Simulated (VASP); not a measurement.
# NaI (Fm-3m) in VASP: further runs

NaI is run at these levels: PBE, r2SCAN; tasks: single point.

Program: VASP 6.6.1. These are calculated values, not measurements. Logs are shortened: lines on timing, memory, paths and dates and some standing lists are left out, and cuts for length are marked.

## (1) The cell of the first run

It takes space group Fm-3m (No. 225, cubic). Conventional cell: a = 6.459 Å, b = 6.459 Å, c = 6.459 Å, α = 90.00°, β = 90.00°, γ = 90.00°. Within 4.2 Å of Na (site symmetry m-3m) lie 6 I at 3.23 Å. I (site symmetry m-3m) has 6 Na at 3.23 Å within 4.2 Å.

## (2) Single point, PBE

Input file INCAR:

```
SYSTEM = NaI
ALGO = Normal ; EDIFF = 1E-7
ENCUT = 520 ; GGA = PE
ISIF = 2 ; ISMEAR = 0
LASPH = .TRUE. ; LCHARG = .TRUE.
LELF = .TRUE. ; LREAL = .FALSE.
LVHAR = .TRUE. ; LWAVE = .FALSE.
NBANDS = 14 ; NELM = 60
PREC = Accurate ; SIGMA = 0.01
```

Input file KPOINTS:

```
k-points
0
G
  8 8 8
  0 0 0
```

Input file POSCAR:

```
NaI
1.0
    0.0000000000      3.2296280209      3.2296280209
    3.2296280209      0.0000000000      3.2296280209
    3.2296280209      3.2296280209      0.0000000000
Na I
1 1
Direct
    0.0000000000      0.0000000000      0.0000000000
    0.5000000000      0.5000000000      0.5000000000
```

Potentials or basis: VASP PAW PBE potentials, release 64 (Na_pv, I).

The run is started by

```
$ cat potpaw_PBE.64/Na_pv/POTCAR potpaw_PBE.64/I/POTCAR > POTCAR
$ mpirun -np 1 vasp_std > vasp.out
```

OUTCAR:

```text
SYSTEM = NaI
   EDIFF = 1E-7
   ENCUT = 520
   GGA = PE
   ISIF = 2
   ISMEAR = 0
   LASPH = .TRUE.
   LREAL = .FALSE.
   NELM = 60
   PREC = Accurate

 ion  position               nearest neighbor table
   1  0.000  0.000  0.000-
   2  0.500  0.500  0.500-

  LATTYP: Found a face centered cubic cell.
 ALAT       =     6.4592560418

  Lattice vectors:

 A1 = (   0.0000000000,   3.2296280209,   3.2296280209)
 A2 = (   3.2296280209,   0.0000000000,   3.2296280209)
 A3 = (   3.2296280209,   3.2296280209,   0.0000000000)

Analysis of symmetry for initial positions (statically):
=====================================================================
 Subroutine PRICEL returns:
 Original cell was already a primitive cell.

 Routine SETGRP: Setting up the symmetry group for a
 face centered cubic supercell.

 Subroutine GETGRP returns: Found 48 space group operations
 (whereof 48 operations were pure point group operations)
 out of a pool of 48 trial point group operations.

The static configuration has the point symmetry O_h .

Analysis of symmetry for dynamics (positions and initial velocities):
=====================================================================
 Subroutine PRICEL returns:
 Original cell was already a primitive cell.

 Routine SETGRP: Setting up the symmetry group for a
 face centered cubic supercell.

 Subroutine GETGRP returns: Found 48 space group operations
 (whereof 48 operations were pure point group operations)
 out of a pool of 48 trial point group operations.

The dynamic configuration has the point symmetry O_h .

 Subroutine INISYM returns: Found 48 space group operations
 (whereof 48 operations are pure point group operations),
 and found     1 'primitive' translations

----------------------------------------------------------------------------------------

                                     Primitive cell

  volume of cell :      67.3733

  direct lattice vectors                    reciprocal lattice vectors
     0.000000000  3.229628021  3.229628021    -0.154816591  0.154816591  0.154816591
     3.229628021  0.000000000  3.229628021     0.154816591 -0.154816591  0.154816591
     3.229628021  3.229628021  0.000000000     0.154816591  0.154816591 -0.154816591

  length of vectors
     4.567383749  4.567383749  4.567383749     0.268150201  0.268150201  0.268150201

  position of ions in fractional coordinates (direct lattice)
     0.000000000  0.000000000  0.000000000
     0.500000000  0.500000000  0.500000000

  ion indices of the primitive-cell ions
   primitive index   ion index
                 1           1
                 2           2

----------------------------------------------------------------------------------------

 KPOINTS: k-points

Automatic generation of k-mesh.
 Grid dimensions read from file:
 generate k-points for:    8    8    8

 Generating k-lattice:

  Cartesian coordinates                     Fractional coordinates (reciprocal lattice)
    -0.019352074  0.019352074  0.019352074     0.125000000  0.000000000  0.000000000
     0.019352074 -0.019352074  0.019352074     0.000000000  0.125000000  0.000000000
     0.019352074  0.019352074 -0.019352074     0.000000000  0.000000000  0.125000000

  Length of vectors
     0.033518775  0.033518775  0.033518775

  Shift w.r.t. Gamma in fractional coordinates (k-lattice)
     0.000000000  0.000000000  0.000000000

 Subroutine IBZKPT returns following result:
 ===========================================

 Found     29 irreducible k-points:

 Following reciprocal coordinates:
            Coordinates               Weight
  0.000000  0.000000  0.000000      1.000000
  0.125000  0.000000  0.000000      8.000000
  0.250000  0.000000  0.000000      8.000000
  0.375000  0.000000  0.000000      8.000000
  0.500000  0.000000  0.000000      4.000000
  0.125000  0.125000  0.000000      6.000000
[... 16 lines left out ...]
  0.500000  0.250000  0.125000     48.000000
 -0.375000  0.250000  0.125000     24.000000
 [... further k-points ...]
   k-points           NKPTS =     29   k-points in BZ     NKDIM =     29   number of bands    NBANDS=     14
   number of dos      NEDOS =    301   number of ions     NIONS =      2
   total plane-waves  NPLWV =  46656
   dimension x,y,z NGX =    36 NGY =   36 NGZ =   36
   dimension x,y,z NGXF=    72 NGYF=   72 NGZF=   72
   ions per type =               1   1
   NGX,Y,Z   is equivalent  to a cutoff of  13.10, 13.10, 13.10 a.u.
   NGXF,Y,Z  is equivalent  to a cutoff of  26.21, 26.21, 26.21 a.u.
 SYSTEM =  NaI
   PREC   = accura    normal or accurate (medium, high low for compatibility)
   ISTART =      0    job   : 0-new  1-cont  2-samecut
   ICHARG =      2    charge: 1-file 2-atom 10-const
   ISPIN  =      1    spin polarized calculation?
   LNONCOLLINEAR =      F non collinear calculations
   LSORBIT =      F    spin-orbit coupling
   LASPH  =      T    aspherical Exc in radial PAW
   ENCUT  =  520.0 eV  38.22 Ry    6.18 a.u.   8.49  8.49  8.49*2*pi/ulx,y,z
   NELM   =     60;   NELMIN=  2; NELMDL= -5     # of ELM steps
   EDIFF  = 0.1E-06   stopping-criterion for ELM
   LREAL  =      F    real-space projection
   EDIFFG = 0.1E-05   stopping-criterion for IOM
   NSW    =      0    number of steps for IOM
   IBRION =     -1    ionic relax: 0-MD 1-quasi-New 2-CG
   NFREE  =      0    steps in history (QN), initial steepest desc. (CG)
   ISIF   =      2    stress and relaxation
   ISYM   =      2    0-nonsym 1-usesym 2-fastsym
   POTIM  = 0.5000    time-step for ionic-motion
   TEBEG  =    0.0;   TEEND  =   0.0 temperature during run
   PSTRESS=    0.0 pullay stress
   NELECT =      14.0000    total number of electrons
   NUPDOWN=      -1.0000    fix difference up-down
   EMIN   =  10.00;   EMAX   =-10.00  energy-range for DOS
   EFERMI =   0.00;   METHOD = LEGACY
   ISMEAR =     0;   SIGMA  =   0.01  broadening in eV -4-tet -1-fermi 0-gaus
   EFERMI_NEDOS =   21; number of points for ismear=-14 and -15
   IALGO  =     38    algorithm
   IMIX   =      4    mixing-type and parameters
     AMIX     =   0.40;   BMIX     =  1.00
     AMIX_MAG =   1.60;   BMIX_MAG =  1.00
  volume/ion in A,a.u.               =      33.69       227.33
  Fermi-wavevector in a.u.,A,eV,Ry     =   0.969665  1.832401 12.792878  0.940250
  Thomas-Fermi vector in A             =   2.099736
   LORBIT       =      0    0 simple, 1 ext, 2 COOP (PROOUT), +10 PAW based schemes
   GGA     = PE    functional components
   LHFCALC =     F    Hartree Fock is set to
   AEXX    =    0.0000 exact exchange contribution
   IVDW    =     0    specifies the selected vdW correction
   LEPSILON=     F    determine dielectric tensor
   LRPA    =     F    only Hartree local field effects (RPA)
 non-spin polarized calculation
 Gauss-broadening in eV      SIGMA  =   0.01
  energy-cutoff  :      520.00
  volume of cell :       67.37
 maximum number of plane-waves:      1839
 NGX is ok and might be reduce to    36
   NGX = 17   NGY = 17   NGZ = 17

 number of electron      13.9999994 magnetization

 Free energy of the ion-electron system (eV)
  ---------------------------------------------------
  ext. energy  EPLUGINS =         0.00000000
  ---------------------------------------------------
  free energy    TOTEN  =        -5.38375785 eV

  energy without entropy =       -5.38375785  energy(sigma->0) =       -5.38375785

 E-fermi :   0.9680     XC(G=0):  -7.7300

 val. band max:        0.8504834096   @ k =   0.0000   0.0000   0.0000
 cond. band min:       4.5079653805   @ k =   0.0000   0.0000   0.0000
 fundamental gap:      3.6574819709
 Fermi energy:         0.9679755603

 k-point     1 :       0.0000    0.0000    0.0000
  band No.  band energies     occupation
      1     -21.5811      2.00000
      2     -21.5811      2.00000
      3     -21.5811      2.00000
      4     -10.1833      2.00000
      5       0.8505      2.00000
      6       0.8505      2.00000
      7       0.8505      2.00000
      8       4.5080      0.00000
      9       8.7801      0.00000
     10       8.7801      0.00000
     11       8.7801      0.00000
     12      10.6086      0.00000
     13      10.6086      0.00000
     14      11.2905      0.00000

 k-point     2 :       0.1250    0.0000    0.0000
  band No.  band energies     occupation
      1     -21.5819      2.00000
      2     -21.5811      2.00000
      3     -21.5811      2.00000
      4     -10.1395      2.00000
      5       0.3853      2.00000
      6       0.8054      2.00000
      7       0.8054      2.00000
      8       5.0303      0.00000
      9       8.4167      0.00000
     10       8.9323      0.00000
     11       8.9323      0.00000
     12      10.1833      0.00000
     13      10.1833      0.00000
     14      11.8133      0.00000

 k-point     3 :       0.2500    0.0000    0.0000
  band No.  band energies     occupation
      1     -21.5838      2.00000
      2     -21.5813      2.00000
      3     -21.5813      2.00000
      4     -10.0297      2.00000
      5      -0.4533      2.00000
      6       0.7016      2.00000
      7       0.7016      2.00000
      8       5.7931      0.00000
      9       8.3659      0.00000
     10       8.8210      0.00000
     11       8.8210      0.00000
     12      10.3990      0.00000
     13      10.3990      0.00000
     14      11.2897      0.00000

 k-point     4 :       0.3750    0.0000    0.0000
  band No.  band energies     occupation
      1     -21.5857      2.00000
      2     -21.5814      2.00000
      3     -21.5814      2.00000
      4      -9.9135      2.00000
      5      -1.1096      2.00000
      6       0.6041      2.00000
      7       0.6041      2.00000
      8       5.9686      0.00000
      9       8.4475      0.00000
     10       8.4475      0.00000
     11       9.1845      0.00000
     12      10.9691      0.00000
     13      11.6164      0.00000
     14      11.6164      0.00000

 k-point     5 :       0.5000    0.0000    0.0000
  band No.  band energies     occupation
      1     -21.5865      2.00000
      2     -21.5814      2.00000
      3     -21.5814      2.00000
      4      -9.8633      2.00000
      5      -1.3521      2.00000
      6       0.5653      2.00000
      7       0.5653      2.00000
      8       5.9454      0.00000
      9       8.3001      0.00000
     10       8.3001      0.00000
     11       9.6270      0.00000
[... 276 lines left out ...]
 k-point    22 :       0.3750    0.2500    0.1250
  band No.  band energies     occupation
      1     -21.5841      2.00000
      2     -21.5822      2.00000
      3     -21.5815      2.00000
      4      -9.9511      2.00000
      5      -0.6017      2.00000
      6       0.2574      2.00000
      7       0.5564      2.00000
      8       6.5602      0.00000
      9       7.5842      0.00000
     10       7.9977      0.00000
     11       9.5991      0.00000
     12      10.0695      0.00000
     13      12.0700      0.00000
     14      13.4324      0.00000

 k-point    23 :       0.5000    0.2500    0.1250
  band No.  band energies     occupation
      1     -21.5851      2.00000
      2     -21.5826      2.00000
      3     -21.5817      2.00000
      4      -9.8596      2.00000
      5      -0.9370      2.00000
      6       0.0073      2.00000
      7       0.4266      2.00000
      8       6.8872      0.00000
      9       7.4473      0.00000
     10       8.2653      0.00000
     11       9.3574      0.00000
     12      11.0696      0.00000
     13      12.9256      0.00000
     14      13.1541      0.00000

 k-point    24 :      -0.3750    0.2500    0.1250
  band No.  band energies     occupation
      1     -21.5856      2.00000
      2     -21.5827      2.00000
      3     -21.5819      2.00000
      4      -9.8205      2.00000
      5      -1.0757      2.00000
      6      -0.0713      2.00000
      7       0.3590      2.00000
      8       6.9942      0.00000
      9       7.1576      0.00000
     10       9.1291      0.00000
     11       9.1470      0.00000
     12      11.3579      0.00000
     13      12.3240      0.00000
     14      13.5739      0.00000

 [... further k-points ...]
[... 5 lines left out ...]
  --------------------------------------------------------------------------------------
  -------------------------------------------------------------------------------------
  Total        0.2263323      0.2263323      0.2263323      0.0000000      0.0000000      0.0000000
  in kB        5.3823206      5.3823206      5.3823206      0.0000000      0.0000000      0.0000000
  external PRESSURE =       5.3823206 kB  Pullay stress =       0.0000000 kB

 VOLUME and BASIS-vectors are now :
 -----------------------------------------------------------------------------
  energy-cutoff  :      520.00
  volume of cell :       67.37
      direct lattice vectors                 reciprocal lattice vectors
     0.000000000  3.229628021  3.229628021    -0.154816591  0.154816591  0.154816591
     3.229628021  0.000000000  3.229628021     0.154816591 -0.154816591  0.154816591
     3.229628021  3.229628021  0.000000000     0.154816591  0.154816591 -0.154816591

 POSITION                                       TOTAL-FORCE (eV/Angst)
 -----------------------------------------------------------------------------------
      0.00000      0.00000      0.00000        -0.000000     -0.000000     -0.000000
      3.22963      3.22963      3.22963         0.000000      0.000000      0.000000
 -----------------------------------------------------------------------------------
    total drift:                                0.000000      0.000000      0.000000

  FREE ENERGIE OF THE ION-ELECTRON SYSTEM (eV)
  ---------------------------------------------------
  free  energy   TOTEN  =        -5.3837578489 eV

  energy  without entropy=       -5.3837578489  energy(sigma->0) =       -5.38375785
```

It took 22 s on 1 thread of Intel Xeon 6975P-C, shared host; peak memory 0.21 GiB.

What came out:

```
Free energy            : -5.3838 eV
Pressure               : 0.5 GPa
Band gap on the k mesh : 3.66 eV, direct
```

Caveat: spin-orbit coupling is left out, which moves the levels of the heavy elements. PBE gaps usually lie below the measured ones, often by a third to a half.

(Part 1 of 2 ends here.)
